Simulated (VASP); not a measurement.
# Be (Cmcm) in VASP: single point with PBE

Aim: the single point of Be with PBE.

Everything below comes from runs of VASP 6.6.1. Logs are shortened: lines on timing, memory, paths and dates and some standing lists are left out, and cuts for length are marked.

## (1) The cell of the first run

Symmetry: Cmcm, No. 63, orthorhombic system. Conventional cell: a = 2.300 Å, b = 3.983 Å, c = 3.601 Å, α = 90.00°, β = 90.00°, γ = 90.00°. Be (site symmetry m2m) has 14 Be at 2.14 to 2.73 Å within 2.8 Å.

## (2) Single point, PBE (atom 1 (Be) moved by (-0.600, +0.000) A along y and z)

The input, INCAR:

```
SYSTEM = Be
PREC = Accurate
ENCUT = 520
EDIFF = 1E-6
ISMEAR = 0
SIGMA = 0.15
LREAL = .FALSE.
LASPH = .TRUE.
NELM = 100
ALGO = Fast
ISIF = 2
LWAVE = .FALSE.
LCHARG = .FALSE.
GGA = PE
NBANDS = 9
```

The input, KPOINTS:

```
regular mesh
0
G
  24 24 14
  0 0 0
```

The input, POSCAR:

```
Be
1.0
    2.2995019849      0.0000000000      0.0000000000
   -1.1497509925      1.9914271350      0.0000000000
    0.0000000000      0.0000000000      3.6009000000
Be
2
Direct
    0.1826876006      0.3653752011      0.2500000000
    0.6666666667      0.3333333333      0.7500000000
```

Potentials or basis: VASP PAW PBE potentials, release 64 (Be).

On the command line:

```
cat potpaw_PBE.64/Be/POTCAR > POTCAR
mpirun -np 1 vasp_std > vasp.out
```

OUTCAR:

```text
SYSTEM = Be
   PREC = Accurate
   ENCUT = 520
   EDIFF = 1E-6
   ISMEAR = 0
   LREAL = .FALSE.
   LASPH = .TRUE.
   NELM = 100
   ISIF = 2
   GGA = PE

 ion  position               nearest neighbor table
   1  0.183  0.365  0.250-   2 2.14   2 2.14   2 2.14   2 2.14
   2  0.667  0.333  0.750-   1 2.14   1 2.14   1 2.14   1 2.14

  LATTYP: Found a hexagonal cell.
 ALAT       =     2.2995019849
 C/A-ratio  =     1.5659477677

  Lattice vectors:

 A1 = (   2.2995019849,   0.0000000000,   0.0000000000)
 A2 = (  -1.1497509925,   1.9914271350,   0.0000000000)
 A3 = (   0.0000000000,   0.0000000000,   3.6009000000)

Analysis of symmetry for initial positions (statically):
=====================================================================
 Subroutine PRICEL returns:
 Original cell was already a primitive cell.

 Routine SETGRP: Setting up the symmetry group for a
 hexagonal supercell.

 Subroutine GETGRP returns: Found  8 space group operations
 (whereof  2 operations were pure point group operations)
 out of a pool of 24 trial point group operations.

The static configuration has the point symmetry C_1h.
 The point group associated with its full space group is D_2h.

Analysis of symmetry for dynamics (positions and initial velocities):
=====================================================================
 Subroutine PRICEL returns:
 Original cell was already a primitive cell.

 Routine SETGRP: Setting up the symmetry group for a
 hexagonal supercell.

 Subroutine GETGRP returns: Found  8 space group operations
 (whereof  2 operations were pure point group operations)
 out of a pool of 24 trial point group operations.

The dynamic configuration has the point symmetry C_1h.
 The point group associated with its full space group is D_2h.

 Subroutine INISYM returns: Found  8 space group operations
 (whereof  2 operations are pure point group operations),
 and found     1 'primitive' translations

----------------------------------------------------------------------------------------

                                     Primitive cell

  volume of cell :      16.4896

  direct lattice vectors                    reciprocal lattice vectors
     2.299501985  0.000000000  0.000000000     0.434876772  0.251076221  0.000000000
    -1.149750993  1.991427135  0.000000000     0.000000000  0.502152443  0.000000000
     0.000000000  0.000000000  3.600900000     0.000000000  0.000000000  0.277708351

[... 82 lines left out ...]
   NELM   =    100;   NELMIN=  2; NELMDL= -5     # of ELM steps
   EDIFF  = 0.1E-05   stopping-criterion for ELM
   LREAL  =      F    real-space projection
   EDIFFG = 0.1E-04   stopping-criterion for IOM
   NSW    =      0    number of steps for IOM
   IBRION =     -1    ionic relax: 0-MD 1-quasi-New 2-CG
   NFREE  =      0    steps in history (QN), initial steepest desc. (CG)
   ISIF   =      2    stress and relaxation
   ISYM   =      2    0-nonsym 1-usesym 2-fastsym
   POTIM  = 0.5000    time-step for ionic-motion
   TEBEG  =    0.0;   TEEND  =   0.0 temperature during run
   PSTRESS=    0.0 pullay stress
   NELECT =       4.0000    total number of electrons
   NUPDOWN=      -1.0000    fix difference up-down
   EMIN   =  10.00;   EMAX   =-10.00  energy-range for DOS
   EFERMI =   0.00;   METHOD = LEGACY
   ISMEAR =     0;   SIGMA  =   0.15  broadening in eV -4-tet -1-fermi 0-gaus
   EFERMI_NEDOS =   21; number of points for ismear=-14 and -15
   IALGO  =     68    algorithm
   IMIX   =      4    mixing-type and parameters
     AMIX     =   0.40;   BMIX     =  1.00
     AMIX_MAG =   1.60;   BMIX_MAG =  1.00
  volume/ion in A,a.u.               =       8.24        55.64
  Fermi-wavevector in a.u.,A,eV,Ry     =   1.020998  1.929407 14.183227  1.042438
  Thomas-Fermi vector in A             =   2.154599
   LORBIT       =      0    0 simple, 1 ext, 2 COOP (PROOUT), +10 PAW based schemes
   GGA     = PE    functional components
   LHFCALC =     F    Hartree Fock is set to
   AEXX    =    0.0000 exact exchange contribution
   IVDW    =     0    specifies the selected vdW correction
   LEPSILON=     F    determine dielectric tensor
   LRPA    =     F    only Hartree local field effects (RPA)
 non-spin polarized calculation
 RMM-DIIS sequential band-by-band and
 Gauss-broadening in eV      SIGMA  =   0.15
  energy-cutoff  :      520.00
  volume of cell :       16.49
 maximum number of plane-waves:       470
 NGX is ok and might be reduce to    18
   NGX =  9   NGY =  9   NGZ = 13

 number of electron       4.0000000 magnetization

 Free energy of the ion-electron system (eV)
  ---------------------------------------------------
  ext. energy  EPLUGINS =         0.00000000
  ---------------------------------------------------
  free energy    TOTEN  =        -7.26217918 eV

  energy without entropy =       -7.25938094  energy(sigma->0) =       -7.26078006

 E-fermi :   6.6983     XC(G=0): -10.4658

 val. band max:        6.6941976847   @ k =  -0.1667  -0.4167   0.3571
 cond. band min:       6.7027015507   @ k =  -0.1667  -0.4583   0.3571
 fundamental gap:      0.0085038660
 Fermi energy:         6.6983306171

 k-point     1 :       0.0000    0.0000    0.0000
  band No.  band energies     occupation
      1      -4.4295      2.00000
      2       2.3830      2.00000
      3       7.7673      0.00000
      4      20.9452      0.00000
      5      22.6796      0.00000
      6      24.5609      0.00000
      7      27.2851      0.00000
      8      27.4594      0.00000
      9      31.0087      0.00000
[... 265 lines left out ...]
 k-point    24 :       0.5000   -0.0000    0.0000
  band No.  band energies     occupation
      1       2.4514      2.00000
      2       2.6260      2.00000
      3      11.2835      0.00000
      4      11.5331      0.00000
      5      14.9210      0.00000
      6      15.2277      0.00000
      7      17.6030      0.00000
      8      18.4480      0.00000
      9      30.8746      0.00000

 [... further k-points ...]
[... 5 lines left out ...]
  --------------------------------------------------------------------------------------
  -------------------------------------------------------------------------------------
  Total        0.4616358     -1.3004756      0.4418787      0.0000000      0.0000000      0.0000000
  in kB       44.8539646   -126.3582275     42.9342964      0.0000000      0.0000000      0.0000000
  external PRESSURE =     -12.8566555 kB  Pullay stress =       0.0000000 kB

 VOLUME and BASIS-vectors are now :
 -----------------------------------------------------------------------------
  energy-cutoff  :      520.00
  volume of cell :       16.49
      direct lattice vectors                 reciprocal lattice vectors
     2.299501985  0.000000000  0.000000000     0.434876772  0.251076221  0.000000000
    -1.149750993  1.991427135  0.000000000     0.000000000  0.502152443  0.000000000
     0.000000000  0.000000000  3.600900000     0.000000000  0.000000000  0.277708351

 POSITION                                       TOTAL-FORCE (eV/Angst)
 -----------------------------------------------------------------------------------
      0.00000      0.72762      0.90023        -0.000000      0.189551     -0.000000
      1.14975      0.66381      2.70068         0.000000     -0.189551      0.000000
 -----------------------------------------------------------------------------------
    total drift:                               -0.000000     -0.000000     -0.000000

  FREE ENERGIE OF THE ION-ELECTRON SYSTEM (eV)
  ---------------------------------------------------
  free  energy   TOTEN  =        -7.2621791809 eV

  energy  without entropy=       -7.2593809384  energy(sigma->0) =       -7.26078006
```

It took 55 s on 1 thread of Intel Xeon 6975P-C (Granite Rapids), shared host; peak memory 0.26 GiB.

What came out:

```
Free energy            : -7.2622 eV
Pressure               : -1.3 GPa
Largest force          : 0.190 eV/Å
Band gap on the k mesh : zero (band 2 reaches 8.01 eV, above the bottom of band 3 at 5.89 eV)
```

Forces in eV/Å, atoms in the order of the input:
```
Be   0.000  0.190  0.000
Be   0.000 -0.190  0.000
```

Levels at points of the mesh, in eV from the Fermi level:
| k point | band 1 | band 2 | band 3 | band 4 | band 5 | band 6 |
| --- | --- | --- | --- | --- | --- | --- |
| (0.00, 0.00, 0.00) | -11.13 | -4.32 | 1.07 | 14.25 | 15.98 | 17.86 |
| (0.50, 0.00, 0.00) | -4.25 | -4.07 | 4.59 | 4.83 | 8.22 | 8.53 |
| (0.00, 0.50, 0.00) | -5.42 | -1.37 | 2.20 | 3.71 | 8.82 | 8.89 |
| (0.00, 0.00, 0.50) | -8.99 | -8.99 | 10.41 | 10.41 | 16.65 | 16.65 |
| (0.50, 0.00, 0.50) | -3.75 | -3.75 | 1.90 | 1.90 | 11.08 | 11.08 |
| (0.00, 0.50, 0.50) | -2.67 | -2.67 | -0.13 | -0.13 | 11.48 | 11.48 |

Caveat: the cell differs from its parent crystal (atom 1 (Be) moved by (-0.600, +0.000) A along y and z).
